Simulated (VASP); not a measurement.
# Ga (Fd-3m) in VASP: a series of runs

Ga is run at these levels: PBE, r2SCAN; tasks: single point.

Everything below comes from runs of VASP 6.6.1. Logs are shortened: lines on timing, memory, paths and dates and some standing lists are left out, and cuts for length are marked.

### Step 1. The cell of the first run

It takes space group Fd-3m (No. 227, cubic). Conventional cell: a = 5.997 Å, b = 5.997 Å, c = 5.997 Å, α = 90.00°, β = 90.00°, γ = 90.00°. Within 3.4 Å of Ga (site symmetry -43m) lie 4 Ga at 2.60 Å.

### Step 2. Single point, PBE

Input file INCAR:

```
  ALGO = Normal
  EDIFF = 1E-6
  ENCUT = 520
  GGA = PE
  ISIF = 2
  ISMEAR = -1
  LASPH = True
  LCHARG = True
  LELF = True
  LREAL = False
  LVHAR = True
  LWAVE = False
  NBANDS = 20
  NELM = 60
  PREC = Accurate
  SIGMA = 0.06122561905347299
```

Input file KPOINTS:

```
k-points
0
Gamma
  32 32 32
```

Input file POSCAR:

```
Ga
1.0
    0.0000000000      2.9984022512      2.9984022512
    2.9984022512      0.0000000000      2.9984022512
    2.9984022512      2.9984022512      0.0000000000
Ga
2
Direct
    0.0000000000      0.0000000000      0.0000000000
    0.2500000000      0.2500000000      0.2500000000
```

Potentials or basis: VASP PAW PBE potentials, release 64 (Ga_d).

Started as:

```bash
$ cat potpaw_PBE.64/Ga_d/POTCAR > POTCAR
$ mpirun -np 1 vasp_std > vasp.out
```

OUTCAR:

```text
EDIFF = 1E-6
   ENCUT = 520
   GGA = PE
   ISIF = 2
   ISMEAR = -1
   LASPH = True
   LREAL = False
   NELM = 60
   PREC = Accurate

 ion  position               nearest neighbor table
   1  0.000  0.000  0.000-   2 2.60   2 2.60   2 2.60   2 2.60
   2  0.250  0.250  0.250-   1 2.60   1 2.60   1 2.60   1 2.60

  LATTYP: Found a face centered cubic cell.
 ALAT       =     5.9968045024

  Lattice vectors:

 A1 = (   0.0000000000,   2.9984022512,   2.9984022512)
 A2 = (   2.9984022512,   0.0000000000,   2.9984022512)
 A3 = (   2.9984022512,   2.9984022512,   0.0000000000)

Analysis of symmetry for initial positions (statically):
=====================================================================
 Subroutine PRICEL returns:
 Original cell was already a primitive cell.

 Routine SETGRP: Setting up the symmetry group for a
 face centered cubic supercell.

 Subroutine GETGRP returns: Found 48 space group operations
 (whereof 24 operations were pure point group operations)
 out of a pool of 48 trial point group operations.

The static configuration has the point symmetry T_d .
 The point group associated with its full space group is O_h .

Analysis of symmetry for dynamics (positions and initial velocities):
=====================================================================
 Subroutine PRICEL returns:
 Original cell was already a primitive cell.

 Routine SETGRP: Setting up the symmetry group for a
 face centered cubic supercell.

 Subroutine GETGRP returns: Found 48 space group operations
 (whereof 24 operations were pure point group operations)
 out of a pool of 48 trial point group operations.

The dynamic configuration has the point symmetry T_d .
 The point group associated with its full space group is O_h .

 Subroutine INISYM returns: Found 48 space group operations
 (whereof 24 operations are pure point group operations),
 and found     1 'primitive' translations

----------------------------------------------------------------------------------------

                                     Primitive cell

  volume of cell :      53.9138

  direct lattice vectors                    reciprocal lattice vectors
     0.000000000  2.998402251  2.998402251    -0.166755478  0.166755478  0.166755478
     2.998402251  0.000000000  2.998402251     0.166755478 -0.166755478  0.166755478
     2.998402251  2.998402251  0.000000000     0.166755478  0.166755478 -0.166755478

  length of vectors
     4.240381129  4.240381129  4.240381129     0.288828960  0.288828960  0.288828960

  position of ions in fractional coordinates (direct lattice)
     0.000000000  0.000000000  0.000000000
     0.250000000  0.250000000  0.250000000

  ion indices of the primitive-cell ions
   primitive index   ion index
                 1           1
                 2           2

----------------------------------------------------------------------------------------

 KPOINTS: k-points

Automatic generation of k-mesh.
 Grid dimensions read from file:
 generate k-points for:   32   32   32

 Generating k-lattice:

  Cartesian coordinates                     Fractional coordinates (reciprocal lattice)
    -0.005211109  0.005211109  0.005211109     0.031250000  0.000000000  0.000000000
     0.005211109 -0.005211109  0.005211109     0.000000000  0.031250000  0.000000000
     0.005211109  0.005211109 -0.005211109     0.000000000  0.000000000  0.031250000

  Length of vectors
     0.009025905  0.009025905  0.009025905

  Shift w.r.t. Gamma in fractional coordinates (k-lattice)
     0.000000000  0.000000000  0.000000000

 Subroutine IBZKPT returns following result:
 ===========================================

 Found    897 irreducible k-points:

 Following reciprocal coordinates:
            Coordinates               Weight
  0.000000  0.000000  0.000000      1.000000
  0.031250  0.000000  0.000000      8.000000
  0.062500  0.000000  0.000000      8.000000
  0.093750  0.000000  0.000000      8.000000
  0.125000  0.000000  0.000000      8.000000
  0.156250  0.000000  0.000000      8.000000
[... 16 lines left out ...]
  0.187500  0.031250  0.000000     24.000000
  0.218750  0.031250  0.000000     24.000000
 [... further k-points ...]
   k-points           NKPTS =    897   k-points in BZ     NKDIM =    897   number of bands    NBANDS=     20
   number of dos      NEDOS =    301   number of ions     NIONS =      2
   total plane-waves  NPLWV =  32768
   dimension x,y,z NGX =    32 NGY =   32 NGZ =   32
   dimension x,y,z NGXF=    64 NGYF=   64 NGZF=   64
   ions per type =               2
   NGX,Y,Z   is equivalent  to a cutoff of  12.55, 12.55, 12.55 a.u.
   NGXF,Y,Z  is equivalent  to a cutoff of  25.09, 25.09, 25.09 a.u.
 SYSTEM =  unknown system
   PREC   = accura    normal or accurate (medium, high low for compatibility)
   ISTART =      0    job   : 0-new  1-cont  2-samecut
   ICHARG =      2    charge: 1-file 2-atom 10-const
   ISPIN  =      1    spin polarized calculation?
   LNONCOLLINEAR =      F non collinear calculations
   LSORBIT =      F    spin-orbit coupling
   LASPH  =      T    aspherical Exc in radial PAW
   ENCUT  =  520.0 eV  38.22 Ry    6.18 a.u.   7.88  7.88  7.88*2*pi/ulx,y,z
   NELM   =     60;   NELMIN=  2; NELMDL= -5     # of ELM steps
   EDIFF  = 0.1E-05   stopping-criterion for ELM
   LREAL  =      F    real-space projection
   EDIFFG = 0.1E-04   stopping-criterion for IOM
   NSW    =      0    number of steps for IOM
   IBRION =     -1    ionic relax: 0-MD 1-quasi-New 2-CG
   NFREE  =      0    steps in history (QN), initial steepest desc. (CG)
   ISIF   =      2    stress and relaxation
   ISYM   =      2    0-nonsym 1-usesym 2-fastsym
   POTIM  = 0.5000    time-step for ionic-motion
   TEBEG  =    0.0;   TEEND  =   0.0 temperature during run
   PSTRESS=    0.0 pullay stress
   NELECT =      26.0000    total number of electrons
   NUPDOWN=      -1.0000    fix difference up-down
   EMIN   =  10.00;   EMAX   =-10.00  energy-range for DOS
   EFERMI =   0.00;   METHOD = LEGACY
   ISMEAR =    -1;   SIGMA  =   0.06  broadening in eV -4-tet -1-fermi 0-gaus
   EFERMI_NEDOS =   21; number of points for ismear=-14 and -15
   IALGO  =     38    algorithm
   IMIX   =      4    mixing-type and parameters
     AMIX     =   0.40;   BMIX     =  1.00
     AMIX_MAG =   1.60;   BMIX_MAG =  1.00
  volume/ion in A,a.u.               =      26.96       181.91
  Fermi-wavevector in a.u.,A,eV,Ry     =   1.283806  2.426041 22.424547  1.648158
  Thomas-Fermi vector in A             =   2.416037
   LORBIT       =      0    0 simple, 1 ext, 2 COOP (PROOUT), +10 PAW based schemes
   GGA     = PE    functional components
   LHFCALC =     F    Hartree Fock is set to
   AEXX    =    0.0000 exact exchange contribution
   IVDW    =     0    specifies the selected vdW correction
   LEPSILON=     F    determine dielectric tensor
   LRPA    =     F    only Hartree local field effects (RPA)
 non-spin polarized calculation
  energy-cutoff  :      520.00
  volume of cell :       53.91
 maximum number of plane-waves:      1475
   NGX = 15   NGY = 15   NGZ = 15

 number of electron      26.0000014 magnetization

 Free energy of the ion-electron system (eV)
  ---------------------------------------------------
  ext. energy  EPLUGINS =         0.00000000
  ---------------------------------------------------
  free energy    TOTEN  =        -5.24344096 eV

  energy without entropy =       -5.22579570  energy(sigma->0) =       -5.23461833

 E-fermi :   2.2198     XC(G=0):  -9.0354

 val. band max:        2.2183792011   @ k =   0.3437   0.2187   0.0937
 cond. band min:       2.2204695595   @ k =   0.3750   0.1875   0.0625
 fundamental gap:      0.0020903584
 Fermi energy:         2.2197649985

 k-point     1 :       0.0000    0.0000    0.0000
  band No.  band energies     occupation
      1     -12.5191      2.00000
      2     -12.5191      2.00000
      3     -12.5191      2.00000
      4     -12.4827      2.00000
      5     -12.4827      2.00000
      6     -12.2169      2.00000
[... 12 lines left out ...]
     19       9.5760      0.00000
     20      12.9248      0.00000

 k-point     2 :       0.0312    0.0000    0.0000
  band No.  band energies     occupation
      1     -12.5202      2.00000
      2     -12.5202      2.00000
      3     -12.5189      2.00000
      4     -12.4812      2.00000
      5     -12.4812      2.00000
      6     -12.2176      2.00000
[... 12 lines left out ...]
     19       9.6495      0.00000
     20      12.7317      0.00000

 k-point     3 :       0.0625    0.0000    0.0000
  band No.  band energies     occupation
      1     -12.5231      2.00000
      2     -12.5231      2.00000
      3     -12.5184      2.00000
      4     -12.4773      2.00000
      5     -12.4773      2.00000
      6     -12.2196      2.00000
[... 12 lines left out ...]
     19       9.8589      0.00000
     20      12.4223      0.00000

 k-point     4 :       0.0937    0.0000    0.0000
  band No.  band energies     occupation
      1     -12.5269      2.00000
      2     -12.5269      2.00000
      3     -12.5176      2.00000
      4     -12.4719      2.00000
      5     -12.4719      2.00000
      6     -12.2224      2.00000
[... 12 lines left out ...]
     19      10.1741      0.00000
     20      12.1343      0.00000

 k-point     5 :       0.1250    0.0000    0.0000
  band No.  band energies     occupation
      1     -12.5308      2.00000
      2     -12.5308      2.00000
      3     -12.5166      2.00000
      4     -12.4659      2.00000
      5     -12.4659      2.00000
      6     -12.2258      2.00000
[... 12 lines left out ...]
     19      10.5457      0.00000
     20      11.8950      0.00000
[... 353 lines left out ...]
      6     -12.2333      2.00000
[... 12 lines left out ...]
     19      10.4651      0.00000
     20      11.6220      0.00000

 k-point    22 :       0.1562    0.0313    0.0000
  band No.  band energies     occupation
      1     -12.5358      2.00000
      2     -12.5309      2.00000
      3     -12.5164      2.00000
      4     -12.4643      2.00000
      5     -12.4576      2.00000
      6     -12.2377      2.00000
[... 12 lines left out ...]
     19      10.8213      0.00000
     20      11.4494      0.00000

 k-point    23 :       0.1875    0.0312    0.0000
  band No.  band energies     occupation
      1     -12.5393      2.00000
      2     -12.5342      2.00000
      3     -12.5148      2.00000
      4     -12.4584      2.00000
      5     -12.4514      2.00000
      6     -12.2418      2.00000
[... 12 lines left out ...]
     19      11.0345      0.00000
     20      11.4083      0.00000

 k-point    24 :       0.2187    0.0312    0.0000
  band No.  band energies     occupation
      1     -12.5423      2.00000
      2     -12.5371      2.00000
      3     -12.5131      2.00000
      4     -12.4529      2.00000
      5     -12.4456      2.00000
      6     -12.2454      2.00000
[... 12 lines left out ...]
     19      11.0551      0.00000
     20      11.4630      0.00000

 [... further k-points ...]
[... 5 lines left out ...]
  --------------------------------------------------------------------------------------
  -------------------------------------------------------------------------------------
  Total       -0.5563905     -0.5563905     -0.5563905      0.0000000      0.0000000      0.0000000
  in kB      -16.5344827    -16.5344827    -16.5344827      0.0000000      0.0000000      0.0000000
  external PRESSURE =     -16.5344827 kB  Pullay stress =       0.0000000 kB

 VOLUME and BASIS-vectors are now :
 -----------------------------------------------------------------------------
  energy-cutoff  :      520.00
  volume of cell :       53.91
      direct lattice vectors                 reciprocal lattice vectors
     0.000000000  2.998402251  2.998402251    -0.166755478  0.166755478  0.166755478
     2.998402251  0.000000000  2.998402251     0.166755478 -0.166755478  0.166755478
     2.998402251  2.998402251  0.000000000     0.166755478  0.166755478 -0.166755478

 POSITION                                       TOTAL-FORCE (eV/Angst)
 -----------------------------------------------------------------------------------
      0.00000      0.00000      0.00000        -0.000000     -0.000000     -0.000000
      1.49920      1.49920      1.49920         0.000000      0.000000      0.000000
 -----------------------------------------------------------------------------------
    total drift:                               -0.000000      0.000000      0.000000

  FREE ENERGIE OF THE ION-ELECTRON SYSTEM (eV)
  ---------------------------------------------------
  free  energy   TOTEN  =        -5.2434409593 eV

  energy  without entropy=       -5.2257957005  energy(sigma->0) =       -5.23461833
```

Run time: 5.2 min. Hardware: 1 thread of Intel Xeon Platinum 8488C (Sapphire Rapids), shared host; peak memory 0.78 GiB.

Results:

```
Free energy            : -5.2434 eV
Pressure               : -1.7 GPa
Band gap on the k mesh : zero (band 13 reaches 4.79 eV, above the bottom of band 14 at 0.91 eV)
```

### Step 3. Single point, r2SCAN

This run uses another cell than the first one, of 23.40 Å³/atom, 0.868 times its volume.

Input file POSCAR:

```
Ga
1.0
    0.0000000000      2.8601175484      2.8601175484
    2.8601175484      0.0000000000      2.8601175484
    2.8601175484      2.8601175484      0.0000000000
Ga
2
Direct
    0.0000000000      0.0000000000      0.0000000000
    0.2500000000      0.2500000000      0.2500000000
```

Input file INCAR.step1:

```
SYSTEM = Ga
  PREC = Accurate
  ENCUT = 520
  ISMEAR = -1
  SIGMA = 0.1
  LREAL = .FALSE.
  LASPH = .TRUE.
  NELM = 60
  NBANDS = 20
  GGA = PE
  ALGO = Normal
  EDIFF = 1E-4
  LWAVE = .TRUE.
  LCHARG = .FALSE.
```

Input file INCAR.step2:

```
SYSTEM = Ga
  PREC = Accurate
  ENCUT = 520
  EDIFF = 1E-6
  ISMEAR = -1
  SIGMA = 0.1
  LREAL = .FALSE.
  LASPH = .TRUE.
  NELM = 60
  ALGO = Normal
  ISIF = 2
  LWAVE = .FALSE.
  LCHARG = .TRUE.
  METAGGA = R2SCAN
  LMIXTAU = .TRUE.
  LELF = .TRUE.
  LVHAR = .TRUE.
  NBANDS = 20
  ISTART = 1
```

Input file KPOINTS:

```
regular mesh
0
G
  10 10 10
  0 0 0
```

Potentials or basis: VASP PAW PBE potentials, release 64 (Ga_d).

Started as:

```bash
$ cat potpaw_PBE.64/Ga_d/POTCAR > POTCAR
$ cp INCAR.step1 INCAR
$ mpirun -np 1 vasp_std > vasp.out
$ cp INCAR.step2 INCAR
$ mpirun -np 1 vasp_std > vasp.out
```

Run time: 98 s. Hardware: 1 thread of Intel Xeon 6975P-C (Granite Rapids), shared host; peak memory 0.18 GiB.

It converged, with:

* Free energy: -22.2715 eV
* Pressure: 1.4 GPa
* Band gap on the k mesh: zero (band 13 reaches 6.02 eV, above the bottom of band 14 at 1.35 eV)

Levels at points of the mesh, in eV from the Fermi level:
| k point | band 9 | band 10 | band 11 | band 12 | band 13 | band 14 | band 15 | band 16 | band 17 | band 18 |
| --- | --- | --- | --- | --- | --- | --- | --- | --- | --- | --- |
| (0.00, 0.00, 0.00) | -14.78 | -14.78 | -10.17 | 3.10 | 3.10 | 3.10 | 4.83 | 5.26 | 5.26 | 5.26 |
| (0.50, 0.00, 0.00) | -14.76 | -14.76 | -7.69 | -5.01 | 1.41 | 1.41 | 3.76 | 6.31 | 6.31 | 9.03 |
| (0.50, 0.50, 0.00) | -14.73 | -14.73 | -5.83 | -5.83 | -0.60 | -0.60 | 3.21 | 3.21 | 13.27 | 13.27 |

Caveat: the PAW data sets were made with another functional, which shifts forces and pressure a little.

### Step 4. Single point, r2SCAN

This run uses another cell than the first one, of 23.40 Å³/atom, 0.868 times its volume.

POSCAR is that of step 3.

Input file INCAR.step1:

```
ALGO = Normal
EDIFF = 1E-4
ENCUT = 520
GGA = PE
ISMEAR = -1
LASPH = T
LCHARG = F
LREAL = F
LWAVE = T
NBANDS = 20
NELM = 60
PREC = Accurate
SIGMA = 0.1
```

Input file INCAR.step2:

```
ALGO = Normal
EDIFF = 1E-7
ENCUT = 520
ISIF = 2
ISMEAR = -1
ISTART = 1
LASPH = T
LCHARG = F
LMIXTAU = T
LREAL = F
LWAVE = F
METAGGA = R2SCAN
NBANDS = 20
NELM = 60
PREC = Accurate
SIGMA = 0.1
```

Input file KPOINTS:

```
k-points
0
Gamma
  10 10 10
```

Started as:

```bash
$ cat potpaw_PBE.64/Ga_d/POTCAR > POTCAR
$ cp INCAR.step1 INCAR
$ mpirun -np 1 vasp_std > vasp.out
$ cp INCAR.step2 INCAR
$ mpirun -np 1 vasp_std > vasp.out
```

It took 98 s on 1 thread of Intel Xeon 6975P-C (Granite Rapids), shared host; peak memory 0.18 GiB.

The run converged. Its results:

| Quantity | Value |
| --- | --- |
| Free energy | -22.2715 eV |
| Pressure | 1.4 GPa |
| Band gap on the k mesh | zero (band 13 reaches 6.02 eV, above the bottom of band 14 at 1.35 eV) |

Levels at points of the mesh, in eV from the Fermi level:
| k point | band 11 | band 12 | band 13 | band 14 | band 15 | band 16 |
| --- | --- | --- | --- | --- | --- | --- |
| (0.00, 0.00, 0.00) | -10.17 | 3.10 | 3.10 | 3.10 | 4.83 | 5.26 |
| (0.50, 0.00, 0.00) | -7.69 | -5.01 | 1.41 | 1.41 | 3.76 | 6.31 |
| (0.50, 0.50, 0.00) | -5.83 | -5.83 | -0.60 | -0.60 | 3.21 | 3.21 |

Caveat: the PAW data sets were made with another functional, which shifts forces and pressure a little.

### Step 5. Single point, r2SCAN

This run uses another cell than the first one, of 24.16 Å³/atom, 0.896 times its volume.

Input file POSCAR:

```
Ga
1.0
    0.0000000000      2.8908738588      2.8908738588
    2.8908738588      0.0000000000      2.8908738588
    2.8908738588      2.8908738588      0.0000000000
Ga
2
Direct
    0.0000000000      0.0000000000      0.0000000000
    0.2500000000      0.2500000000      0.2500000000
```

Input file INCAR.step1:

```
SYSTEM = Ga
ALGO = Normal
EDIFF = 1E-4
ENCUT = 520
GGA = PE
ISMEAR = -1
LASPH = .TRUE.
LCHARG = .FALSE.
LREAL = .FALSE.
LWAVE = .TRUE.
NBANDS = 20
NELM = 60
PREC = Accurate
SIGMA = 0.1
```

Input file INCAR.step2:

```
SYSTEM = Ga
ALGO = Normal
EDIFF = 1E-6
ENCUT = 520
ISIF = 2
ISMEAR = -1
ISTART = 1
LASPH = .TRUE.
LCHARG = .FALSE.
LMIXTAU = .TRUE.
LREAL = .FALSE.
LWAVE = .FALSE.
METAGGA = R2SCAN
NBANDS = 20
NELM = 60
PREC = Accurate
SIGMA = 0.1
```

Input file KPOINTS:

```
k-points
0
G
  10 10 10
  0 0 0
```

Started as:

```bash
$ cat potpaw_PBE.64/Ga_d/POTCAR > POTCAR
$ cp INCAR.step1 INCAR
$ mpirun -np 1 vasp_std > vasp.out
$ cp INCAR.step2 INCAR
$ mpirun -np 1 vasp_std > vasp.out
```

Wall time 96 s (1 thread of Intel Xeon 6975P-C (Granite Rapids), shared host); peak memory 0.17 GiB.

It converged, with:

* Free energy: -22.2776 eV
* Pressure: 0.0 GPa
* Band gap on the k mesh: zero (band 13 reaches 5.70 eV, above the bottom of band 14 at 1.20 eV)

Levels at points of the mesh, in eV from the Fermi level:
```tsv
k point	band 10	band 11	band 12	band 13	band 14	band 15	band 16	band 17
(0.00, 0.00, 0.00)	-14.78	-9.99	3.00	3.00	3.00	4.47	5.16	5.16
(0.50, 0.00, 0.00)	-14.76	-7.60	-4.91	1.37	1.37	3.56	6.21	6.21
(0.50, 0.50, 0.00)	-14.74	-5.78	-5.78	-0.58	-0.58	3.17	3.17	12.92
```

Caveat: the PAW data sets were made with another functional, which shifts forces and pressure a little.

### Step 6. Summary

| level | cell | k mesh | smearing | gap on the mesh (eV) | pressure (GPa) |
| --- | --- | --- | --- | --- | --- |
| PBE | a = 4.240 Å, angles 60.0°, 2 atoms | 32 × 32 × 32 | fermi-dirac 0.0612256 eV | none | -1.7 |
| r2SCAN | a = 4.045 Å, angles 60.0°, 2 atoms | 10 × 10 × 10 | fermi-dirac 0.1 eV | none | 1.4 |
| r2SCAN | a = 4.088 Å, angles 60.0°, 2 atoms | 10 × 10 × 10 | fermi-dirac 0.1 eV | none | 0.0 |

Alike in all rows: task single point; potentials or basis VASP PAW PBE potentials, release 64 (Ga_d); no spin polarisation; cutoff (eV) 520.

Caveats: the PAW data sets were made with another functional, which shifts forces and pressure a little (some runs).

Total energies depend on the potentials used, so only differences within one code and one set of settings carry meaning.
